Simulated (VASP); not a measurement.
Runs of VASP 6.6.1 on WS2. The structure is that of space group P-6m2 (No. 187), or close to it. The cells are those of the table. 

```tsv
cell	gap on the mesh (eV)	largest force (eV/Å)
a = 3.160, b = 3.160, c = 16.940 Å, angles 90.0, 90.0, 120.0°, 3 atoms	1.63	(a)
a = 3.239, b = 3.239, c = 17.363 Å, angles 90.0, 90.0, 120.0°, 3 atoms	1.47	0.14
a = 3.134, b = 3.134, c = 16.799 Å, angles 90.0, 90.0, 120.0°, 3 atoms	(b)	1.78
a = 3.081, b = 3.081, c = 16.516 Å, angles 90.0, 90.0, 120.0°, 3 atoms	2.01	0.86
```

Alike in all rows: task single point; level PBE+D3(BJ); potentials or basis VASP PAW PBE potentials, release 64 (W_sv, S); no spin polarisation; k mesh 12 × 12 × 2; cutoff (eV) 520; smearing gaussian 0.05 eV.

**Question.** Estimate the missing entries.

**Answer.** (a) 1.24; (b) 1.68.

Caveats: spin-orbit coupling is left out, which moves the levels of the heavy elements.

A k mesh can miss the band edges, and the runs leave out spin-orbit coupling on W.
